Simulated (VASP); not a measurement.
A run of VASP 6.6.1:

File INCAR:

```
SYSTEM = Zr2C
ALGO = Normal
EDIFF = 1E-7
EDIFFG = -0.04
ENCUT = 600
GGA = PE
IBRION = 2
ISIF = 3
ISMEAR = 0
LASPH = .True.
LCHARG = .False.
LREAL = .False.
LWAVE = .False.
NELM = 100
NSW = 90
PREC = Accurate
SIGMA = 0.1
```

Contents of KPOINTS:

```
k-points
0
Gamma
  4 4 4
  0 0 0
```

POSCAR

```
Zr2C
1.0
    3.9812379439     -2.2576932929      0.0000000000
    3.9812379439      2.2576932929      0.0000000000
    0.0000000000      0.0000000000      4.3971041097
Zr C
4 2
Direct
    0.8900000000      0.4500000000      0.2500000000
    0.5500000000      0.1100000000      0.2500000000
    0.4500000000      0.8900000000      0.7500000000
    0.1100000000      0.5500000000      0.7500000000
    0.7800000000      0.2200000000      0.7500000000
    0.2200000000      0.7800000000      0.2500000000
```

Potentials or basis: VASP PAW PBE potentials, release 64 (Zr_sv, C).

The run is started by

```bash
$ cat potpaw_PBE.64/Zr_sv/POTCAR potpaw_PBE.64/C/POTCAR > POTCAR
$ mpirun -np 1 vasp_std > vasp.out
```

Hardware: 1 thread of AMD EPYC 9R45 96-Core Processor (Zen 5), with other jobs on the host.

Q: How long does it take, and how much memory?

A: Run time: 18 min on 1 thread of AMD EPYC 9R45 96-Core Processor (Zen 5) (shared host), peak memory 0.23 GiB. Counts: scf iterations 345, k points 21, ion steps 33.
